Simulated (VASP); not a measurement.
# Si2SnB3 (Cmmm) in VASP: relaxation of cell and atoms with PBE

Aim: the relaxation of cell and atoms of Si2SnB3 with PBE.

Program: VASP 6.6.1. These are calculated values, not measurements. Logs are shortened: lines on timing, memory, paths and dates and some standing lists are left out, and cuts for length are marked.

## 1. The cell of the first run

It takes space group Cmmm (No. 65, orthorhombic). The conventional cell has a = 6.808 Å, b = 8.235 Å, c = 2.925 Å, α = 90.00°, β = 90.00°, γ = 90.00°. Si (site symmetry 2/m) has 2 B at 2.07 Å within 2.7 Å. Within 3.9 Å of Sn (site symmetry mmm) lie 2 Sn at 2.93 Å and 8 Si at 3.05 Å and 14 B at 3.40 to 3.81 Å. Within 2.3 Å of B (site symmetry m2m) lie 3 B at 1.71 to 1.77 Å and 2 Si at 2.07 Å. B (site symmetry mmm) has 4 B at 1.71 Å within 2.3 Å.

The cell was generated, and may not be a known phase.

## 2. Relaxation of cell and atoms, PBE

Input file INCAR:

```
SYSTEM = Si2SnB3
ALGO = Normal
EDIFF = 1E-7
EDIFFG = -0.01
ENCUT = 600
GGA = PE
IBRION = 2
ISIF = 3
ISMEAR = 0
LASPH = .True.
LCHARG = .False.
LREAL = .False.
LWAVE = .False.
NELM = 100
NSW = 100
PREC = Accurate
SIGMA = 0.1
```

Input file KPOINTS:

```
k-points
0
Gamma
  6 6 10
  0 0 0
```

Input file POSCAR:

```
Si2SnB3
1.0
    3.4039492881     -4.1175796619      0.0000000000
    3.4039492881      4.1175796619      0.0000000000
    0.0000000000      0.0000000000      2.9253995428
Si Sn B
2 1 3
Direct
    0.5000000000      0.0000000000      0.5000000000
    0.0000000000      0.5000000000      0.5000000000
    0.5000000000      0.5000000000      0.0000000000
    0.1071669985      0.8928330015      0.5000000000
    0.8928330015      0.1071669985      0.5000000000
    0.0000000000      0.0000000000      0.0000000000
```

Potentials or basis: VASP PAW PBE potentials, release 64 (Si, Sn_d, B).

The run is started by

```bash
> cat potpaw_PBE.64/Si/POTCAR potpaw_PBE.64/Sn_d/POTCAR potpaw_PBE.64/B/POTCAR > POTCAR
> mpirun -np 1 vasp_std > vasp.out
```

OUTCAR:

```text
SYSTEM = Si2SnB3
   EDIFF = 1E-7
   EDIFFG = -0.01
   ENCUT = 600
   GGA = PE
   IBRION = 2
   ISIF = 3
   ISMEAR = 0
   LASPH = .True.
   LREAL = .False.
   NELM = 100
   NSW = 100
   PREC = Accurate

 ion  position               nearest neighbor table
   1  0.500  0.000  0.500-   4 2.07   5 2.07   3 3.05   3 3.05   3 3.05   3 3.05
   2  0.000  0.500  0.500-   4 2.07   5 2.07   3 3.05   3 3.05   3 3.05   3 3.05
   3  0.500  0.500  0.000-   1 3.05   2 3.05   1 3.05   2 3.05   1 3.05   1 3.05   2 3.05   2 3.05

   4  0.107  0.893  0.500-   6 1.71   6 1.71   5 1.77   2 2.07   1 2.07
   5  0.893  0.107  0.500-   6 1.71   6 1.71   4 1.77   2 2.07   1 2.07
   6  0.000  0.000  0.000-   4 1.71   5 1.71   4 1.71   5 1.71

  LATTYP: Found a base centered orthorhombic cell.
 ALAT       =     6.8078985762
 B/A-ratio  =     1.2096477689
 C/A-ratio  =     0.4297066870

  Lattice vectors:

 A1 = (   3.4039492881,  -4.1175796619,   0.0000000000)
 A2 = (   3.4039492881,   4.1175796619,   0.0000000000)
 A3 = (   0.0000000000,   0.0000000000,   2.9253995428)

Analysis of symmetry for initial positions (statically):
=====================================================================
 Subroutine PRICEL returns:
 Original cell was already a primitive cell.

 Routine SETGRP: Setting up the symmetry group for a
 base centered orthorhombic supercell.

 Subroutine GETGRP returns: Found  8 space group operations
 (whereof  8 operations were pure point group operations)
 out of a pool of  8 trial point group operations.

The static configuration has the point symmetry D_2h.

Analysis of symmetry for dynamics (positions and initial velocities):
=====================================================================
 Subroutine PRICEL returns:
 Original cell was already a primitive cell.

 Routine SETGRP: Setting up the symmetry group for a
 base centered orthorhombic supercell.

 Subroutine GETGRP returns: Found  8 space group operations
 (whereof  8 operations were pure point group operations)
 out of a pool of  8 trial point group operations.

The dynamic configuration has the point symmetry D_2h.

 Subroutine INISYM returns: Found  8 space group operations
 (whereof  8 operations are pure point group operations),
 and found     1 'primitive' translations

----------------------------------------------------------------------------------------

                                     Primitive cell

  volume of cell :      82.0050

  direct lattice vectors                    reciprocal lattice vectors
     3.403949288 -4.117579662  0.000000000     0.146888205 -0.121430559  0.000000000
     3.403949288  4.117579662  0.000000000     0.146888205  0.121430559  0.000000000
     0.000000000  0.000000000  2.925399543     0.000000000  0.000000000  0.341833649

  length of vectors
     5.342408916  5.342408916  2.925399543     0.190582070  0.190582070  0.341833649

  position of ions in fractional coordinates (direct lattice)
     0.500000000  0.000000000  0.500000000
     0.000000000  0.500000000  0.500000000
     0.500000000  0.500000000  0.000000000
     0.107166998  0.892833002  0.500000000
     0.892833002  0.107166998  0.500000000
     0.000000000  0.000000000  0.000000000

  ion indices of the primitive-cell ions
   primitive index   ion index
                 1           1
                 2           2
                 3           3
                 4           4
                 5           5
                 6           6

----------------------------------------------------------------------------------------

 KPOINTS: k-points

Automatic generation of k-mesh.
 Grid dimensions read from file:
 generate k-points for:    6    6   10

 Generating k-lattice:

  Cartesian coordinates                     Fractional coordinates (reciprocal lattice)
     0.024481367 -0.020238426  0.000000000     0.166666667  0.000000000  0.000000000
     0.024481367  0.020238426  0.000000000     0.000000000  0.166666667  0.000000000
     0.000000000  0.000000000  0.034183365     0.000000000  0.000000000  0.100000000

  Length of vectors
     0.031763678  0.031763678  0.034183365

  Shift w.r.t. Gamma in fractional coordinates (k-lattice)
     0.000000000  0.000000000  0.000000000

 Subroutine IBZKPT returns following result:
 ===========================================

 Found     78 irreducible k-points:

 Following reciprocal coordinates:
            Coordinates               Weight
  0.000000  0.000000  0.000000      1.000000
  0.166667  0.000000  0.000000      4.000000
  0.333333  0.000000  0.000000      4.000000
  0.500000  0.000000  0.000000      2.000000
  0.166667  0.166667  0.000000      2.000000
  0.333333  0.166667  0.000000      4.000000
[... 16 lines left out ...]
  0.333333  0.333333  0.100000      4.000000
  0.500000  0.333333  0.100000      8.000000
 [... further k-points ...]
   k-points           NKPTS =     78   k-points in BZ     NKDIM =     78   number of bands    NBANDS=     19
   number of dos      NEDOS =    301   number of ions     NIONS =      6
   total plane-waves  NPLWV =  55296
   dimension x,y,z NGX =    48 NGY =   48 NGZ =   24
   dimension x,y,z NGXF=    96 NGYF=   96 NGZF=   48
   ions per type =               2   1   3
   NGX,Y,Z   is equivalent  to a cutoff of  14.94, 14.94, 13.64 a.u.
   NGXF,Y,Z  is equivalent  to a cutoff of  29.87, 29.87, 27.28 a.u.
 SYSTEM =  Si2SnB3
   PREC   = accura    normal or accurate (medium, high low for compatibility)
   ISTART =      0    job   : 0-new  1-cont  2-samecut
   ICHARG =      2    charge: 1-file 2-atom 10-const
   ISPIN  =      1    spin polarized calculation?
   LNONCOLLINEAR =      F non collinear calculations
   LSORBIT =      F    spin-orbit coupling
   LASPH  =      T    aspherical Exc in radial PAW
   ENCUT  =  600.0 eV  44.10 Ry    6.64 a.u.  10.67 10.67  5.84*2*pi/ulx,y,z
   NELM   =    100;   NELMIN=  2; NELMDL= -5     # of ELM steps
   EDIFF  = 0.1E-06   stopping-criterion for ELM
   LREAL  =      F    real-space projection
   EDIFFG = -.1E-01   stopping-criterion for IOM
   NSW    =    100    number of steps for IOM
   IBRION =      2    ionic relax: 0-MD 1-quasi-New 2-CG
   NFREE  =      1    steps in history (QN), initial steepest desc. (CG)
   ISIF   =      3    stress and relaxation
   ISYM   =      2    0-nonsym 1-usesym 2-fastsym
   POTIM  = 0.5000    time-step for ionic-motion
   TEBEG  =    0.0;   TEEND  =   0.0 temperature during run
   PSTRESS=    0.0 pullay stress
   NELECT =      31.0000    total number of electrons
   NUPDOWN=      -1.0000    fix difference up-down
   EMIN   =  10.00;   EMAX   =-10.00  energy-range for DOS
   EFERMI =   0.00;   METHOD = LEGACY
   ISMEAR =     0;   SIGMA  =   0.10  broadening in eV -4-tet -1-fermi 0-gaus
   EFERMI_NEDOS =   21; number of points for ismear=-14 and -15
   IALGO  =     38    algorithm
   IMIX   =      4    mixing-type and parameters
     AMIX     =   0.40;   BMIX     =  1.00
     AMIX_MAG =   1.60;   BMIX_MAG =  1.00
  volume/ion in A,a.u.               =      13.67        92.23
  Fermi-wavevector in a.u.,A,eV,Ry     =   1.183719  2.236905 19.064358  1.401191
  Thomas-Fermi vector in A             =   2.319948
   LORBIT       =      0    0 simple, 1 ext, 2 COOP (PROOUT), +10 PAW based schemes
   GGA     = PE    functional components
   LHFCALC =     F    Hartree Fock is set to
   AEXX    =    0.0000 exact exchange contribution
   IVDW    =     0    specifies the selected vdW correction
   LEPSILON=     F    determine dielectric tensor
   LRPA    =     F    only Hartree local field effects (RPA)
 conjugate gradient relaxation of ions
 non-spin polarized calculation
 Gauss-broadening in eV      SIGMA  =   0.10
  energy-cutoff  :      600.00
  volume of cell :       82.00
 maximum number of plane-waves:      2758
 NGX is ok and might be reduce to    48
   NGX = 21   NGY = 21   NGZ = 11

--------------------------------------- Ionic step        1  -------------------------------------------

 number of electron      30.9999994 magnetization

 Free energy of the ion-electron system (eV)
  ---------------------------------------------------
  ext. energy  EPLUGINS =         0.00000000
  ---------------------------------------------------
  free energy    TOTEN  =       -32.08599804 eV

  energy without entropy =      -32.07287928  energy(sigma->0) =      -32.07943866

------------------------ aborting loop because EDIFF is reached ----------------------------------------

  FORCE on cell =-STRESS in cart. coord.  units (eV):
  Direction    XX          YY          ZZ          XY          YZ          ZX
  --------------------------------------------------------------------------------------
  -------------------------------------------------------------------------------------
  Total        0.3143695      0.1972123     -0.7669739     -0.0000000      0.0000000      0.0000000
  in kB        6.1420135      3.8530467    -14.9847972     -0.0000000      0.0000000      0.0000000
  external PRESSURE =      -1.6632457 kB  Pullay stress =       0.0000000 kB
[... 305 lines left out ...]
  energy  without entropy=      -32.0814774327  energy(sigma->0) =      -32.08705476

--------------------------------------- Ionic step        9  -------------------------------------------

 number of electron      30.9999995 magnetization

 Free energy of the ion-electron system (eV)
  ---------------------------------------------------
  ext. energy  EPLUGINS =         0.00000000
  ---------------------------------------------------
  free energy    TOTEN  =       -32.09263683 eV

  energy without entropy =      -32.08146373  energy(sigma->0) =      -32.08705028

 E-fermi :   7.6370     XC(G=0): -10.8110

 val. band max:        7.6361520107   @ k =  -0.3333   0.3333   0.3000
 cond. band min:       7.6664836453   @ k =  -0.1667   0.1667   0.3000
 fundamental gap:      0.0303316346
 Fermi energy:         7.6369578955

 k-point     1 :       0.0000    0.0000    0.0000
  band No.  band energies     occupation
      1     -14.1899      2.00000
      2     -13.8545      2.00000
      3     -13.8344      2.00000
      4     -13.7843      2.00000
      5     -13.7734      2.00000
      6      -6.0983      2.00000
[... 11 lines left out ...]
     18      11.9419      0.00000
     19      12.1153      0.00000
[... 489 lines left out ...]
      3     -13.8329      2.00000
      4     -13.8043      2.00000
      5     -13.7941      2.00000
      6      -5.2249      2.00000
[... 11 lines left out ...]
     18      10.1342      0.00000
     19      11.4183      0.00000

 [... further k-points ...]

------------------------ aborting loop because EDIFF is reached ----------------------------------------

  FORCE on cell =-STRESS in cart. coord.  units (eV):
  Direction    XX          YY          ZZ          XY          YZ          ZX
  --------------------------------------------------------------------------------------
  -------------------------------------------------------------------------------------
  Total       -0.0023150      0.0137931     -0.0019516      0.0000000      0.0000000      0.0000000
  in kB       -0.0451663      0.2691051     -0.0380756      0.0000000      0.0000000      0.0000000
  external PRESSURE =       0.0619544 kB  Pullay stress =       0.0000000 kB
[... 21 lines left out ...]
  FREE ENERGIE OF THE ION-ELECTRON SYSTEM (eV)
  ---------------------------------------------------
  free  energy   TOTEN  =       -32.0926368278 eV

  energy  without entropy=      -32.0814637342  energy(sigma->0) =      -32.08705028

 reached required accuracy - stopping structural energy minimisation
```

Wall time 5.6 min (1 thread of Intel Xeon Platinum 8559C (Emerald Rapids), shared host); peak memory 0.33 GiB.

Results:

```yaml
Free_energy: -32.0926 eV
Relaxed_volume: 13.69 Å³/atom
Relaxed_cell: a = 5.366 Å, b = 5.366 Å, c = 2.907 Å, α = 90.00°, β = 90.00°, γ = 101.19°
Space_group_after_relaxing_to_0.1_Å: Cmmm (No. 65)
Energy_gained_by_relaxing: 1.1 meV/atom
Ionic_steps: 9
Pressure_after_relaxing: 0.0 GPa
Largest_force_after_relaxing: 0.008 eV/Å
Band_gap_on_the_k_mesh: zero (an odd number of electrons rules out a gap without spin polarisation)
```

Forces on the atoms (eV/Å):
```
Si   0.000  0.000  0.000
Si   0.000  0.000  0.000
Sn   0.000  0.000  0.000
B    0.000 -0.008  0.000
B    0.000  0.008  0.000
B    0.000  0.000  0.000
```

The path:
```tsv
step	energy change (eV)	largest force (eV/Å)	pressure (GPa)	volume (Å³)
1	0.0000	0.2623	-0.17	82.00
2	-0.0050	0.1051	0.43	81.83
3	-0.0053	0.0410	0.33	81.86
4	-0.0065	0.0067	-0.03	82.15
5	-0.0065	0.0111	-0.06	82.18
6	-0.0066	0.0123	-0.02	82.14
7	-0.0066	0.0132	0.01	82.11
8	-0.0066	0.0132	0.01	82.11
9	-0.0066	0.0077	0.01	82.12
```

Final structure:
```
Si Sn B
1.0
     3.40651   -4.14612    0.00000
     3.40651    4.14612    0.00000
     0.00000    0.00000    2.90717
Si Sn B
2 1 3
Direct
  0.50000 0.00000 0.50000
  0.00000 0.50000 0.50000
  0.50000 0.50000 0.00000
  0.10563 0.89437 0.50000
  0.89437 0.10563 0.50000
  0.00000 0.00000 0.00000
```

Levels at points of the mesh, in eV from the Fermi level:
```tsv
k point	band 13	band 14	band 15	band 16	band 17	band 18	band 19
(0.00, 0.00, 0.00)	-3.38	-2.15	1.16	2.99	3.93	4.30	4.48
(0.50, 0.00, 0.00)	-3.21	-2.11	0.20	0.80	3.45	3.92	4.19
(0.50, 0.50, 0.00)	-2.59	-1.63	0.63	0.70	2.29	2.53	3.15
(0.00, 0.00, 0.50)	-3.70	-2.59	-2.27	-1.32	-0.19	0.13	0.35
(0.50, 0.00, 0.50)	-3.24	-2.98	-2.28	-0.74	0.13	0.50	1.45
(0.50, 0.50, 0.50)	-4.14	-3.04	-1.05	-0.98	1.86	2.35	2.40
```

Caveat: spin-orbit coupling is left out, which moves the levels of the heavy elements; an odd number of electrons without spin polarisation forces a metal; a magnetic or distorted state may lie lower.

The gap in the log of VASP goes by the Fermi energy; the results here count the filled bands.